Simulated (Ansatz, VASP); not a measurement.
## One calculation of AlN, two programs

Contents of INCAR:

```
SYSTEM = AlN
ALGO = Normal
EDIFF = 1E-7
EDIFFG = -0.01
ENCUT = 600
IBRION = 2
ISIF = 3
ISMEAR = 1
LASPH = .True.
LCHARG = .False.
LREAL = .False.
LWAVE = .False.
NELM = 60
NSW = 80
PREC = Accurate
SIGMA = 0.1
```

KPOINTS

```
k-points
0
Gamma
  8 8 8
  0 0 0
```

Contents of POSCAR:

```
AlN
1.0
    0.0000000000      1.9690000000      1.9690000000
    1.9690000000      0.0000000000      1.9690000000
    1.9690000000      1.9690000000      0.0000000000
Al N
1 1
Direct
    0.0000000000      0.0000000000      0.0000000000
    0.5000000000      0.5000000000      0.5000000000
```

Input for Ansatz:

```yaml
crystal:
  lattice:
    - [0.0, 1.969, 1.969]
    - [1.969, 0.0, 1.969]
    - [1.969, 1.969, 0.0]
  atoms:
    - { symbol: Al, position: [0.0, 0.0, 0.0] }
    - { symbol: "N", position: [0.5, 0.5, 0.5] }
basis:
  ecutwfc: 489.804952427784
kpoints:
  mp_grid:
    grid: [8, 8, 8]
hamiltonian:
  xc: lda
  dispersion: none
scf:
  occupations:
    method: methfessel_paxton
relax:
  cell: {}
```

Alike in both runs: task relaxation of cell and atoms; functional LDA; k mesh 8 × 8 × 8; no spin polarisation.

```csv
,VASP,Ansatz
version,VASP 6.6.1,Ansatz 0.2.0
potentials or method,"VASP PAW LDA potentials, release 64 (Al, N), cutoff 600 eV","plane waves, PAW"
occupations,"methfessel-paxton of order 1, width 0.1 eV",methfessel-paxton of order 1
valence electrons in the cell,8,8
```

|  | VASP | Ansatz | Ansatz less VASP |
| --- | --- | --- | --- |
| relaxed volume (Å³/atom) | 8.09 | 8.07 | -0.022 |
| relaxed cell length with the largest relative difference (Å) | 2.839 | 2.836 | -0.0026 |

LDA's correlation is that of Perdew and Zunger in VASP and of Perdew and Wang (1992) in Ansatz.
